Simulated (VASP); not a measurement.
A run of VASP 6.6.1:

INCAR

```
  ALGO = Normal
  EDIFF = 1E-6
  ENCUT = 750
  GGA = PE
  GGA_COMPAT = F
  ISIF = 2
  ISMEAR = 0
  LASPH = T
  LCHARG = F
  LREAL = F
  LWAVE = F
  NBANDS = 13
  NELM = 120
  PREC = Accurate
  SIGMA = 0.05
```

Contents of KPOINTS:

```
k-points
0
Gamma
  8 8 8
```

Contents of POSCAR:

```
Li2O
1.0
    0.0000000000      2.3095000000      2.2748575000
    2.3095000000      0.0000000000      2.2748575000
    2.3095000000      2.3095000000      0.0000000000
Li O
2 1
Direct
    0.2500000000      0.2500000000      0.2500000000
    0.7500000000      0.7500000000      0.7500000000
    0.0000000000      0.0000000000      0.0000000000
```

Potentials or basis: VASP PAW PBE potentials, release 64 (Li_sv, O).

Run with:

```sh
$ cat potpaw_PBE.64/Li_sv/POTCAR potpaw_PBE.64/O/POTCAR > POTCAR
$ mpirun -np 1 vasp_std > vasp.out
```

Hardware: 1 thread of Intel(R) Xeon(R) Platinum 8375C CPU @ 2.90GHz (Ice Lake) (shared host).

Problem. How long does it take, and how much memory?

Solution. Wall time 25 s on 1 thread of Intel(R) Xeon(R) Platinum 8375C CPU @ 2.90GHz (Ice Lake), with other jobs on the host, peak memory 0.17 GiB. Counts: scf iterations 13, k points 59.
